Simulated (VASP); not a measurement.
# ZnGe3 (Pm-3m) in VASP: settings compared, part 2 of 2

VASP 6.6.1. The steps go on from the part before.

## (4) Single point, PBE, non-collinear spin, zero start, spin-orbit coupling

File INCAR:

```
SYSTEM = ZnGe3
PREC = Accurate ; ENCUT = 520
EDIFF = 1E-6 ; ISMEAR = -1
SIGMA = 0.05 ; LREAL = .FALSE.
LASPH = .TRUE. ; NELM = 150
ALGO = Normal ; ISIF = 2
LWAVE = .FALSE. ; LCHARG = .FALSE.
MAGMOM = 0 0 0 0 0 0 0 0 0 0 0 0 ; LORBIT = 11
LSORBIT = .TRUE. ; GGA_COMPAT = .FALSE.
LORBMOM = .TRUE. ; GGA = PE
NBANDS = 68
```

File KPOINTS:

```
regular mesh
0
G
  5 5 5
  0 0 0
```

File POSCAR:

```
ZnGe3
1.0
    4.2223630000      0.0000000000      0.0000000000
    0.0000000000      4.2223630000      0.0000000000
    0.0000000000      0.0000000000      4.2223630000
Ge Zn
3 1
Direct
    0.5000000000      0.5000000000      0.0000000000
    0.5000000000      0.0000000000      0.5000000000
    0.0000000000      0.5000000000      0.5000000000
    0.0000000000      0.0000000000      0.0000000000
```

Potentials or basis: VASP PAW PBE potentials, release 64 (Ge_d, Zn).

The run is started by

```sh
$ cat potpaw_PBE.64/Ge_d/POTCAR potpaw_PBE.64/Zn/POTCAR > POTCAR
$ mpirun -np 1 vasp_ncl > vasp.out
```

OUTCAR:

```text
SYSTEM = ZnGe3
   PREC = Accurate
   ENCUT = 520
   EDIFF = 1E-6
   ISMEAR = -1
   LREAL = .FALSE.
   LASPH = .TRUE.
   NELM = 150
   ISIF = 2
   LORBIT = 11
   LSORBIT = .TRUE.
   GGA = PE

 ion  position               nearest neighbor table
   1  0.500  0.500  0.000-
   2  0.500  0.000  0.500-
   3  0.000  0.500  0.500-
   4  0.000  0.000  0.000-

  LATTYP: Found a simple cubic cell.
 ALAT       =     4.2223630000

  Lattice vectors:

 A1 = (   4.2223630000,   0.0000000000,   0.0000000000)
 A2 = (   0.0000000000,   4.2223630000,   0.0000000000)
 A3 = (   0.0000000000,   0.0000000000,   4.2223630000)

Analysis of symmetry for initial positions (statically):
=====================================================================
 Subroutine PRICEL returns:
 Original cell was already a primitive cell.

 Routine SETGRP: Setting up the symmetry group for a
 simple cubic supercell.

 Subroutine GETGRP returns: Found 48 space group operations
 (whereof 48 operations were pure point group operations)
[... 947 lines left out ...]
    -0.0007456    -0.0001855     0.0000000    -0.0001855     0.0000000
 l=   3
     0.0000000     0.0000000     0.0000000     0.0000000     0.0000000     0.0000000     0.0000000
     0.0000000     0.0000000     0.0000000     0.0000000     0.0000000     0.0000000     0.0000000
     0.0000000     0.0000000     0.0000000     0.0000000     0.0000000     0.0000000     0.0000000
     0.0000000     0.0000000     0.0000000     0.0000000     0.0000000     0.0000000     0.0000000
[... 49 lines left out ...]
 l=   2
     0.0000000    -0.0001941     0.0000000    -0.0001941    -0.0007758
    -0.0001941     0.0000000    -0.0005819    -0.0001941    -0.0001940
     0.0000000    -0.0005819     0.0000000    -0.0005819     0.0000000
    -0.0001941    -0.0001941    -0.0005819     0.0000000    -0.0001940
    -0.0007758    -0.0001940     0.0000000    -0.0001940     0.0000000
 l=   3
     0.0000000     0.0000000     0.0000000     0.0000000     0.0000000     0.0000000     0.0000000
     0.0000000     0.0000000     0.0000000     0.0000000     0.0000000     0.0000000     0.0000000
     0.0000000     0.0000000     0.0000000     0.0000000     0.0000000     0.0000000     0.0000000
     0.0000000     0.0000000     0.0000000     0.0000000     0.0000000     0.0000000     0.0000000
     0.0000000     0.0000000     0.0000000     0.0000000     0.0000000     0.0000000     0.0000000
     0.0000000     0.0000000     0.0000000     0.0000000     0.0000000     0.0000000     0.0000000
     0.0000000     0.0000000     0.0000000     0.0000000     0.0000000     0.0000000     0.0000000

 total charge

# of ion       s       p       d       tot
------------------------------------------
    1        1.273   0.887  10.015  12.175
    2        1.273   0.887  10.015  12.175
    3        1.273   0.887  10.015  12.175
    4        0.601   0.310   9.741  10.652
--------------------------------------------------
tot          4.420   2.971  39.786  47.177

 magnetization (x)

# of ion       s       p       d       tot
------------------------------------------
    1       -0.000  -0.000  -0.000  -0.000
    2        0.000   0.000  -0.000   0.000
    3       -0.000   0.000  -0.000  -0.000
    4        0.000   0.000   0.000   0.000
--------------------------------------------------
tot         -0.000  -0.000  -0.000  -0.000

 magnetization (y)

# of ion       s       p       d       tot
------------------------------------------
    1        0.000  -0.000   0.000   0.000
    2        0.000  -0.000  -0.000   0.000
    3       -0.000   0.000   0.000  -0.000
    4        0.000   0.000   0.000   0.000
--------------------------------------------------
tot          0.000  -0.000   0.000   0.000

 magnetization (z)

# of ion       s       p       d       tot
------------------------------------------
    1        0.000   0.000   0.000   0.000
    2       -0.000  -0.000   0.000  -0.000
    3        0.000   0.000   0.000   0.000
    4       -0.000   0.000   0.000   0.000
--------------------------------------------------
tot          0.000   0.000   0.000   0.000
```

OSZICAR:

```text
N       E                     dE             d eps       ncg     rms          rms(c)
DAV:   1     0.615156493002E+03    0.61516E+03   -0.23723E+04  1616   0.432E+03
DAV:   2     0.116409520727E+03   -0.49875E+03   -0.47941E+03  1360   0.109E+03
DAV:   3    -0.244933084236E+01   -0.11886E+03   -0.11548E+03  1388   0.266E+02
DAV:   4    -0.133587904062E+02   -0.10909E+02   -0.10582E+02  1580   0.878E+01
DAV:   5    -0.137121721127E+02   -0.35338E+00   -0.35063E+00  1512   0.176E+01    0.306E+00
DAV:   6    -0.134797907021E+02    0.23238E+00   -0.92666E-01  1584   0.154E+01    0.261E+00
DAV:   7    -0.134656185738E+02    0.14172E-01   -0.19986E-01  1484   0.379E+00    0.108E+00
DAV:   8    -0.134596036972E+02    0.60149E-02   -0.14901E-02  1496   0.104E+00    0.264E-01
DAV:   9    -0.134592108043E+02    0.39289E-03   -0.12839E-03  1544   0.323E-01    0.103E-01
DAV:  10    -0.134592093979E+02    0.14064E-05   -0.31987E-04  1460   0.158E-01    0.502E-02
DAV:  11    -0.134592061749E+02    0.32230E-05   -0.31939E-05  1488   0.427E-02    0.175E-02
DAV:  12    -0.134592087318E+02   -0.25569E-05   -0.11435E-05  1708   0.468E-02    0.287E-03
DAV:  13    -0.134592085605E+02    0.17124E-06   -0.35100E-06  1280   0.303E-02
   1 F= -.13459209E+02 E0= -.13445794E+02  d E =-.268293E-01  mag=    -0.0000     0.0000    -0.0000
```

stdout:

```text
POSCAR found type information on POSCAR GeZn
 POSCAR found :  2 types and       4 ions
 scaLAPACK will be used
 LDA part: xc-table for (Slater+PW92), standard interpolation
 POSCAR, INCAR and KPOINTS ok, starting setup
 FFT: planning ... GRIDC
 FFT: planning ... GRID_SOFT
 FFT: planning ... GRID
 WAVECAR not read
 entering main loop
```

It took 1.8 min on 1 thread of Intel Xeon 8259CL, shared host; peak memory 0.34 GiB.

What came out:

| Item | Value |
| --- | --- |
| Free energy | -13.4592 eV |
| Pressure | -0.2 GPa |
| Net moment | 0.00 μB per cell |
| Valence electrons inside the program's atomic spheres | Ge 12.18; Zn 10.65 |

Moments on the atoms (μB; x, y, z):
```
Ge  0.00 0.00 0.00
Ge  0.00 0.00 0.00
Ge  0.00 0.00 0.00
Zn  0.00 0.00 0.00
```
